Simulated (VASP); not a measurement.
# InP in VASP: further runs

InP is run at these levels: PBE; tasks: single point.

Program: VASP 6.6.1. These are calculated values, not measurements. Logs are shortened: lines on timing, memory, paths and dates and some standing lists are left out, and cuts for length are marked.

## 1. The cell of the first run

The cell holds a slab with vacuum, 8 atoms: a = 4.214 Å, b = 4.214 Å, c = 26.183 Å, α = 90.00°, β = 90.00°, γ = 120.00°.

## 2. Single point, PBE

The input, INCAR:

```
  PREC = Accurate
  ENCUT = 520
  EDIFF = 1E-7
  ISMEAR = 0
  SIGMA = 0.05
  LREAL = F
  LASPH = T
  NELM = 60
  ALGO = Normal
  ISIF = 2
  LWAVE = F
  LCHARG = F
  LDIPOL = T
  IDIPOL = 3
  DIPOL = 0.5 0.5 0.500
  GGA = PE
  NBANDS = 46
```

The input, KPOINTS:

```
Automatic mesh
0
Gamma
  9 9 1
```

The input, POSCAR:

```
InP
1.0
    4.2144047878      0.0000000000      0.0000000000
   -2.1072023939      3.6497816080      0.0000000000
    0.0000000000      0.0000000000     26.1834030746
P In
4 4
Direct
    0.0000000000      0.0000000000      0.2864409939
    0.3333333333      0.6666666667      0.4178619207
    0.6666666667      0.3333333333      0.5492828476
    0.0000000000      0.0000000000      0.6807037744
    0.3333333333      0.6666666667      0.3192962256
    0.6666666667      0.3333333333      0.4507171524
    0.0000000000      0.0000000000      0.5821380793
    0.3333333333      0.6666666667      0.7135590061
```

Potentials or basis: VASP PAW PBE potentials, release 64 (P, In_d).

Command:

```sh
cat potpaw_PBE.64/P/POTCAR potpaw_PBE.64/In_d/POTCAR > POTCAR
mpirun -np 1 vasp_std > vasp.out
```

OUTCAR:

```text
PREC = Accurate
   ENCUT = 520
   EDIFF = 1E-7
   ISMEAR = 0
   LREAL = F
   LASPH = T
   NELM = 60
   ISIF = 2
   GGA = PE

 ion  position               nearest neighbor table
   1  0.000  0.000  0.286-   5 2.58   5 2.58   5 2.58
   2  0.333  0.667  0.418-   5 2.58   6 2.58   6 2.58   6 2.58
   3  0.667  0.333  0.549-   7 2.58   7 2.58   7 2.58   6 2.58
   4  0.000  0.000  0.681-   7 2.58   8 2.58   8 2.58   8 2.58
   5  0.333  0.667  0.319-   2 2.58   1 2.58   1 2.58   1 2.58
   6  0.667  0.333  0.451-   2 2.58   2 2.58   2 2.58   3 2.58
   7  0.000  0.000  0.582-   4 2.58   3 2.58   3 2.58   3 2.58
   8  0.333  0.667  0.714-   4 2.58   4 2.58   4 2.58

  LATTYP: Found a hexagonal cell.
 ALAT       =     4.2144047878
 C/A-ratio  =     6.2128353571

  Lattice vectors:

 A1 = (   4.2144047878,   0.0000000000,   0.0000000000)
 A2 = (  -2.1072023939,   3.6497816080,   0.0000000000)
 A3 = (   0.0000000000,   0.0000000000,  26.1834030746)

Analysis of symmetry for initial positions (statically):
=====================================================================
 Subroutine PRICEL returns:
 Original cell was already a primitive cell.

 Routine SETGRP: Setting up the symmetry group for a
 hexagonal supercell.

 Subroutine GETGRP returns: Found  6 space group operations
 (whereof  6 operations were pure point group operations)
 out of a pool of 24 trial point group operations.

The static configuration has the point symmetry C_3v.

Analysis of symmetry for dynamics (positions and initial velocities):
=====================================================================
 Subroutine PRICEL returns:
 Original cell was already a primitive cell.

 Routine SETGRP: Setting up the symmetry group for a
 hexagonal supercell.

 Subroutine GETGRP returns: Found  6 space group operations
 (whereof  6 operations were pure point group operations)
 out of a pool of 24 trial point group operations.

The dynamic configuration has the point symmetry C_3v.

 Subroutine INISYM returns: Found  6 space group operations
 (whereof  6 operations are pure point group operations),
 and found     1 'primitive' translations

----------------------------------------------------------------------------------------

                                     Primitive cell

  volume of cell :     402.7441

  direct lattice vectors                    reciprocal lattice vectors
     4.214404788  0.000000000  0.000000000     0.237281431  0.136994498  0.000000000
    -2.107202394  3.649781608  0.000000000     0.000000000  0.273988996  0.000000000
     0.000000000  0.000000000 26.183403075     0.000000000  0.000000000  0.038192133

  length of vectors
     4.214404788  4.214404788 26.183403075     0.273988996  0.273988996  0.038192133

  position of ions in fractional coordinates (direct lattice)
     0.000000000  0.000000000  0.286440994
     0.333333333  0.666666667  0.417861921
     0.666666667  0.333333333  0.549282848
     0.000000000  0.000000000  0.680703774
     0.333333333  0.666666667  0.319296226
     0.666666667  0.333333333  0.450717152
     0.000000000  0.000000000  0.582138079
     0.333333333  0.666666667  0.713559006

  ion indices of the primitive-cell ions
   primitive index   ion index
                 1           1
                 2           2
                 3           3
                 4           4
                 5           5
                 6           6
                 7           7
                 8           8

----------------------------------------------------------------------------------------

 KPOINTS: Automatic mesh

Automatic generation of k-mesh.
 Grid dimensions read from file:
 generate k-points for:    9    9    1

 Generating k-lattice:

  Cartesian coordinates                     Fractional coordinates (reciprocal lattice)
     0.026364603  0.015221611  0.000000000     0.111111111  0.000000000  0.000000000
     0.000000000  0.030443222  0.000000000     0.000000000  0.111111111  0.000000000
     0.000000000  0.000000000  0.038192133     0.000000000  0.000000000  1.000000000

  Length of vectors
     0.030443222  0.030443222  0.038192133

  Shift w.r.t. Gamma in fractional coordinates (k-lattice)
     0.000000000  0.000000000  0.000000000

 Subroutine IBZKPT returns following result:
 ===========================================

 Found     12 irreducible k-points:

 Following reciprocal coordinates:
            Coordinates               Weight
  0.000000  0.000000  0.000000      1.000000
  0.111111 -0.000000  0.000000      6.000000
  0.222222  0.000000  0.000000      6.000000
  0.333333  0.000000  0.000000      6.000000
  0.444444  0.000000  0.000000      6.000000
  0.111111  0.111111  0.000000      6.000000
  0.222222  0.111111  0.000000     12.000000
  0.333333  0.111111  0.000000     12.000000
  0.444444  0.111111  0.000000      6.000000
  0.222222  0.222222  0.000000      6.000000
  0.333333  0.222222  0.000000     12.000000
  0.333333  0.333333  0.000000      2.000000
   k-points           NKPTS =     12   k-points in BZ     NKDIM =     12   number of bands    NBANDS=     46
   number of dos      NEDOS =    301   number of ions     NIONS =      8
   total plane-waves  NPLWV = 200704
   dimension x,y,z NGX =    32 NGY =   32 NGZ =  196
   dimension x,y,z NGXF=    64 NGYF=   64 NGZF=  392
   ions per type =               4   4
   NGX,Y,Z   is equivalent  to a cutoff of  12.62, 12.62, 12.44 a.u.
   NGXF,Y,Z  is equivalent  to a cutoff of  25.25, 25.25, 24.89 a.u.
 SYSTEM =  unknown system
   PREC   = accura    normal or accurate (medium, high low for compatibility)
   ISTART =      0    job   : 0-new  1-cont  2-samecut
   ICHARG =      2    charge: 1-file 2-atom 10-const
   ISPIN  =      1    spin polarized calculation?
   LNONCOLLINEAR =      F non collinear calculations
   LSORBIT =      F    spin-orbit coupling
   LASPH  =      T    aspherical Exc in radial PAW
   ENCUT  =  520.0 eV  38.22 Ry    6.18 a.u.   7.84  7.84 48.68*2*pi/ulx,y,z
   NELM   =     60;   NELMIN=  2; NELMDL= -5     # of ELM steps
   EDIFF  = 0.1E-06   stopping-criterion for ELM
   LREAL  =      F    real-space projection
   EDIFFG = 0.1E-05   stopping-criterion for IOM
   NSW    =      0    number of steps for IOM
   IBRION =     -1    ionic relax: 0-MD 1-quasi-New 2-CG
   NFREE  =      0    steps in history (QN), initial steepest desc. (CG)
   ISIF   =      2    stress and relaxation
   ISYM   =      2    0-nonsym 1-usesym 2-fastsym
   POTIM  = 0.5000    time-step for ionic-motion
   TEBEG  =    0.0;   TEEND  =   0.0 temperature during run
   PSTRESS=    0.0 pullay stress
   NELECT =      72.0000    total number of electrons
   NUPDOWN=      -1.0000    fix difference up-down
   EMIN   =  10.00;   EMAX   =-10.00  energy-range for DOS
   EFERMI =   0.00;   METHOD = LEGACY
   ISMEAR =     0;   SIGMA  =   0.05  broadening in eV -4-tet -1-fermi 0-gaus
   EFERMI_NEDOS =   21; number of points for ismear=-14 and -15
   IALGO  =     38    algorithm
   IMIX   =      4    mixing-type and parameters
     AMIX     =   0.40;   BMIX     =  1.00
     AMIX_MAG =   1.60;   BMIX_MAG =  1.00
  volume/ion in A,a.u.               =      50.34       339.73
  Fermi-wavevector in a.u.,A,eV,Ry     =   0.922237  1.742775 11.572044  0.850521
  Thomas-Fermi vector in A             =   2.047742
   LORBIT       =      0    0 simple, 1 ext, 2 COOP (PROOUT), +10 PAW based schemes
   GGA     = PE    functional components
   LHFCALC =     F    Hartree Fock is set to
   AEXX    =    0.0000 exact exchange contribution
   IVDW    =     0    specifies the selected vdW correction
   LEPSILON=     F    determine dielectric tensor
   LRPA    =     F    only Hartree local field effects (RPA)
 non-spin polarized calculation
 Gauss-broadening in eV      SIGMA  =   0.05
  energy-cutoff  :      520.00
  volume of cell :      402.74
 maximum number of plane-waves:     10883
 NGX is ok and might be reduce to    32
   NGX = 15   NGY = 15   NGZ = 97

 dipolmoment           0.000000      0.000000      0.003558 electrons x Angstroem

 number of electron      72.0000001 magnetization

 dipolmoment           0.000000      0.000000     -0.213384 electrons x Angstroem

 Free energy of the ion-electron system (eV)
  ---------------------------------------------------
  ext. energy  EPLUGINS =         0.00000000
  ---------------------------------------------------
  free energy    TOTEN  =       -31.44892480 eV

  energy without entropy =      -31.43980136  energy(sigma->0) =      -31.44436308

 E-fermi :   0.3505     XC(G=0):  -5.3007

 val. band max:        0.3396576243   @ k =   0.4444   0.0000   0.0000
 cond. band min:       0.3576006855   @ k =   0.4444   0.1111   0.0000
 fundamental gap:      0.0179430613
 Fermi energy:         0.3505100852

 k-point     1 :       0.0000    0.0000    0.0000
  band No.  band energies     occupation
      1     -14.6846      2.00000
      2     -14.6274      2.00000
      3     -14.6274      2.00000
      4     -14.5366      2.00000
      5     -14.5366      2.00000
      6     -14.4848      2.00000
[... 38 lines left out ...]
     45       4.3684      0.00000
     46       4.3684      0.00000

 k-point     2 :       0.1111   -0.0000    0.0000
  band No.  band energies     occupation
      1     -14.6903      2.00000
      2     -14.6290      2.00000
      3     -14.6244      2.00000
      4     -14.5382      2.00000
      5     -14.5327      2.00000
      6     -14.4799      2.00000
[... 38 lines left out ...]
     45       4.1648      0.00000
     46       4.4185      0.00000

 k-point     3 :       0.2222    0.0000    0.0000
  band No.  band energies     occupation
      1     -14.7114      2.00000
      2     -14.6247      2.00000
      3     -14.6185      2.00000
      4     -14.5421      2.00000
      5     -14.5213      2.00000
      6     -14.4744      2.00000
[... 430 lines left out ...]
     45       4.9422      0.00000
     46       5.3025      0.00000

 k-point    12 :       0.3333    0.3333    0.0000
  band No.  band energies     occupation
      1     -14.7535      2.00000
      2     -14.6208      2.00000
      3     -14.6014      2.00000
      4     -14.5357      2.00000
      5     -14.5101      2.00000
      6     -14.4820      2.00000
[... 38 lines left out ...]
     45       5.2711      0.00000
     46       5.3455      0.00000

------------------------ aborting loop because EDIFF is reached ----------------------------------------

 vacuum level on the upper side and lower side of the slab       (xc-potential included)        -1.340         1.122

  FORCE on cell =-STRESS in cart. coord.  units (eV):
  Direction    XX          YY          ZZ          XY          YZ          ZX
  --------------------------------------------------------------------------------------
  -------------------------------------------------------------------------------------
  Total       -0.8387557     -0.8387557      1.9777599     -0.0000000      0.0000000     -0.0000000
  in kB       -3.3366977     -3.3366977      7.8678294     -0.0000000      0.0000000     -0.0000000
  external PRESSURE =       0.3981447 kB  Pullay stress =       0.0000000 kB

 VOLUME and BASIS-vectors are now :
 -----------------------------------------------------------------------------
  energy-cutoff  :      520.00
  volume of cell :      402.74
      direct lattice vectors                 reciprocal lattice vectors
     4.214404788  0.000000000  0.000000000     0.237281431  0.136994498  0.000000000
    -2.107202394  3.649781608  0.000000000     0.000000000  0.273988996  0.000000000
     0.000000000  0.000000000 26.183403075     0.000000000  0.000000000  0.038192133

 POSITION                                       TOTAL-FORCE (eV/Angst)
 -----------------------------------------------------------------------------------
      0.00000      0.00000      7.50000         0.000000      0.000000      0.126020
     -0.00000      2.43319     10.94105        -0.000000      0.000000      0.510211
      2.10720      1.21659     14.38209         0.000000     -0.000000      0.337562
      0.00000      0.00000     17.82314        -0.000000     -0.000000      0.446859
     -0.00000      2.43319      8.36026        -0.000000      0.000000     -0.494509
      2.10720      1.21659     11.80131         0.000000      0.000000     -0.390809
      0.00000      0.00000     15.24236        -0.000000      0.000000     -0.414212
     -0.00000      2.43319     18.68340         0.000000      0.000000     -0.121122
 -----------------------------------------------------------------------------------
    total drift:                                0.000001     -0.000001      0.000783

  FREE ENERGIE OF THE ION-ELECTRON SYSTEM (eV)
  ---------------------------------------------------
  free  energy   TOTEN  =       -31.4489247960 eV

  energy  without entropy=      -31.4398013596  energy(sigma->0) =      -31.44436308

 vacuum level on the upper side and lower side of the slab         3.769         6.295
```

It took 19 min on 1 thread of Intel Xeon 8259CL, shared host; peak memory 0.57 GiB.

Results:

| Property | Result |
| --- | --- |
| Free energy | -31.4489 eV |
| Largest force | 0.510 eV/Å |
| Band gap on the k mesh | zero (bands 36 and 37 overlap by 0.28 eV) |

Forces on the atoms (eV/Å):
```
P    0.000  0.000  0.126
P    0.000  0.000  0.510
P    0.000  0.000  0.338
P    0.000  0.000  0.447
In   0.000  0.000 -0.495
In   0.000  0.000 -0.391
In   0.000  0.000 -0.414
In   0.000  0.000 -0.121
```

Levels at points of the mesh, in eV from the Fermi level:
| k point | band 32 | band 33 | band 34 | band 35 | band 36 | band 37 | band 38 | band 39 | band 40 | band 41 |
| --- | --- | --- | --- | --- | --- | --- | --- | --- | --- | --- |
| (0.00, 0.00, 0.00) | -0.96 | -0.57 | -0.57 | 0.21 | 0.27 | 0.27 | 0.76 | 1.33 | 1.43 | 1.95 |

Caveat: spin-orbit coupling is left out, which moves the levels of the heavy elements.

## 3. Single point, PBE

Edit INCAR of step 2 so:

```diff
@@ -2,3 +2,3 @@
   ENCUT = 520
-  EDIFF = 1E-7
+  EDIFF = 1E-6
   ISMEAR = 0
@@ -7,3 +7,3 @@
   LASPH = T
-  NELM = 60
+  NELM = 80
   ALGO = Normal
```

The input, KPOINTS:

```
regular mesh
0
Gamma
  9 9 1
```

The input, POSCAR:

```
InP
1.0
    4.2144047878      0.0000000000      0.0000000000
   -2.1072023939      3.6497816080      0.0000000000
    0.0000000000      0.0000000000     26.1834030746
P In
4 4
Direct
    0.0000000000      0.0000000000      0.2862020211
    0.3333333333      0.6666666667      0.4187775398
    0.6666666667      0.3333333333      0.5507053015
    0.0000000000      0.0000000000      0.6838638391
    0.3333333333      0.6666666667      0.3158754280
    0.6666666667      0.3333333333      0.4489829588
    0.0000000000      0.0000000000      0.5815713373
    0.3333333333      0.6666666667      0.7140215744
```

Potentials or basis: VASP PAW PBE potentials, release 64 (P, In_d).

Command:

```sh
cat potpaw_PBE.64/P/POTCAR potpaw_PBE.64/In_d/POTCAR > POTCAR
mpirun -np 1 vasp_std > vasp.out
```

It took 20 min on 1 thread of Intel Xeon 8259CL, shared host; peak memory 0.57 GiB.

It converged, with:

```
Free energy            : -31.5070 eV
Largest force          : 0.014 eV/Å
Band gap on the k mesh : zero (bands 36 and 37 overlap by 0.17 eV)
```

Forces on the atoms (eV/Å):
```
P    0.000  0.000  0.004
P    0.000  0.000 -0.006
P    0.000  0.000 -0.002
P    0.000  0.000  0.000
In   0.000  0.000  0.001
In   0.000  0.000  0.009
In   0.000  0.000 -0.014
In   0.000  0.000  0.007
```

Levels at points of the mesh, in eV from the Fermi level:
```tsv
k point	band 34	band 35	band 36	band 37	band 38	band 39
(0.00, 0.00, 0.00)	-0.62	0.13	0.17	0.17	0.59	1.19
```

Caveat: spin-orbit coupling is left out, which moves the levels of the heavy elements.
